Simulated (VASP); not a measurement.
Set up this calculation in VASP 6.6.1, as the native input.

* Task: single point
* Functional: revPBE
* Potentials or basis: VASP PAW PBE potentials, release 64 (Zn)
* Cutoff: 520 eV
* k mesh: 23 × 23 × 23
* Occupations: fermi-dirac, width 0.1 eV
* Spin: no spin polarisation
* Dipole correction: no
* Further INCAR settings: ALGO = Normal; EDIFF = 1e-06; NBANDS = 12

The structure of Zn lies in POSCAR:

```
Zn
1.0
   -1.5838708455      1.5838708455      1.5838708455
    1.5838708455     -1.5838708455      1.5838708455
    1.5838708455      1.5838708455     -1.5838708455
Zn
1
Direct
    0.0000000000      0.0000000000      0.0000000000
```

One way to write it, as run:

INCAR

```
SYSTEM = Zn
ALGO = Normal ; EDIFF = 1E-6
ENCUT = 520 ; GGA = RE
ISIF = 2 ; ISMEAR = -1
LASPH = .TRUE. ; LCHARG = .FALSE.
LREAL = .FALSE. ; LWAVE = .FALSE.
NBANDS = 12 ; NELM = 60
PREC = Accurate ; SIGMA = 0.1
```

KPOINTS

```
k-points
0
G
  23 23 23
  0 0 0
```

Potentials or basis: VASP PAW PBE potentials, release 64 (Zn).

Launch:

```bash
$ cat potpaw_PBE.64/Zn/POTCAR > POTCAR
$ mpirun -np 1 vasp_std > vasp.out
```

Results of the run:

```yaml
Pressure: 0.3 GPa
Band_gap_on_the_k_mesh: zero (band 6 reaches 6.77 eV, above the bottom of band 7 at 2.01 eV)
```

Caveat: the PAW data sets were made with another functional, which shifts forces and pressure a little.

Wall time 78 s on 1 thread of AMD EPYC 7R13, on a shared host, peak memory 0.15 GiB.
